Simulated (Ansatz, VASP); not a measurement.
Given: the input of a run of VASP 6.6.1 on I.

File INCAR:

```
PREC     = Accurate       # precision mode
ENCUT    = 520            # plane-wave cutoff, eV
EDIFF    = 1E-6           # SCF threshold, eV
ISMEAR   = -1             # smearing method
SIGMA    = 0.02           # smearing width, eV
LREAL    = False          # projectors in reciprocal space
LASPH    = True           # aspherical terms in the spheres
NELM     = 80             # most SCF steps
ALGO     = Normal         # electronic algorithm
ISIF     = 2              # what is computed and relaxed
LWAVE    = False          # write WAVECAR
LCHARG   = True           # write CHGCAR
GGA      = PE             # functional
LELF     = True           # ELF
LVHAR    = True         
NBANDS   = 10             # bands
```

Contents of KPOINTS:

```
Automatic mesh
0
Gamma
  5 5 5
```

Contents of POSCAR:

```
I
1.0
    0.0000000000      2.3656004428      3.9098401324
    2.1922454667      0.0000000000      3.9098401324
    2.1922454667      2.3656004428      0.0000000000
I
1
Direct
    0.0000000000      0.0000000000      0.0000000000
```

Potentials or basis: VASP PAW PBE potentials, release 64 (I).

Run with:

```sh
$ cat potpaw_PBE.64/I/POTCAR > POTCAR
$ mpirun -np 1 vasp_std > vasp.out
```

Problem. Set up the same calculation for Ansatz 0.2.0. Potentials there: all-electron LAPW, scalar-relativistic.

Solution. As run (the cutoff follows the program's own potentials):

The input input.yaml:

```yaml
crystal:
  lattice:
    - [0.0, 2.3656004428, 3.9098401324]
    - [2.1922454667, 0.0, 3.9098401324]
    - [2.1922454667, 2.3656004428, 0.0]
  atoms:
    - { symbol: I, position: [0.0, 0.0, 0.0] }
kpoints:
  mp_grid: { grid: [5, 5, 5] }
scf:
  occupations: { method: fermi_dirac, width: 0.02 }
hamiltonian:
  xc: pbe
  pseudopotentials: { kind: all_electron, lapw: { basis_error: 0.002 } }
output:
  forces: true
  stress: true
  eigenvalues: true
```

Potentials or basis: all-electron LAPW, scalar-relativistic.

Command:

```bash
$ ansatz run input.yaml --threads 1 --pin off --max-ram 3072MiB --backend cpu --events-out ev --progress --plain --runs-dir out
```

Both were run:

|  | VASP | Ansatz | Ansatz less VASP |
| --- | --- | --- | --- |
| gap on the k mesh at the Fermi level (eV) | none | none | - |
| pressure (GPa) | 0.3 | 0.4 | +0.05 |
| traceless stress, the component that is largest in VASP (GPa) | -0.80 | -0.78 | +0.020 |

A gap of «none» marks a metal or a gap that the smearing closes. Ansatz ran all-electron here, and VASP with PAW potentials.

The k mesh is coarse, so the values compare programs but aren't converged. Spin-orbit coupling is off throughout. Noted on Ansatz's run: the k mesh is thin for a metal, which can move the energy by tens of meV per atom.
